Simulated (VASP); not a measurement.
CdS, 4 atoms in the cell. The structure is hexagonal, space group P6_3mc (No. 186). The conventional cell has a = 4.074 Å, b = 4.074 Å, c = 6.637 Å, α = 90.00°, β = 90.00°, γ = 120.00°. Cd (site symmetry 3m) has 4 S at 2.49 to 2.50 Å within 3.3 Å. Within 3.3 Å of S (site symmetry 3m) lie 4 Cd at 2.49 to 2.50 Å. 

* Program: VASP 6.6.1
* Task: relaxation of cell and atoms
* Functional: LDA
* Potentials or basis: VASP PAW LDA potentials, release 64 (Cd, S)
* Cutoff: 600 eV
* k mesh: 6 × 6 × 4
* Occupations: gaussian, width 0.01 eV
* Spin: no spin polarisation
* Dipole correction: no
* Further INCAR settings: ALGO = Normal; EDIFF = 1e-06; IBRION = 2; EDIFFG = -0.001; NSW = 80; ISIF = 3

Potentials or basis: VASP PAW LDA potentials, release 64 (Cd, S).

Command:

```bash
$ cat potpaw_LDA.64/Cd/POTCAR potpaw_LDA.64/S/POTCAR > POTCAR
$ mpirun -np 1 vasp_std > vasp.out
```

Hardware: 1 thread of Intel Xeon 8259CL (shared host).

Q: How long does it take, and how much memory?

A: Run time: 3.3 min on 1 thread of Intel Xeon 8259CL, on a shared host, peak memory 0.2 GiB. Counts: scf iterations 31, k points 21, ion steps 3.
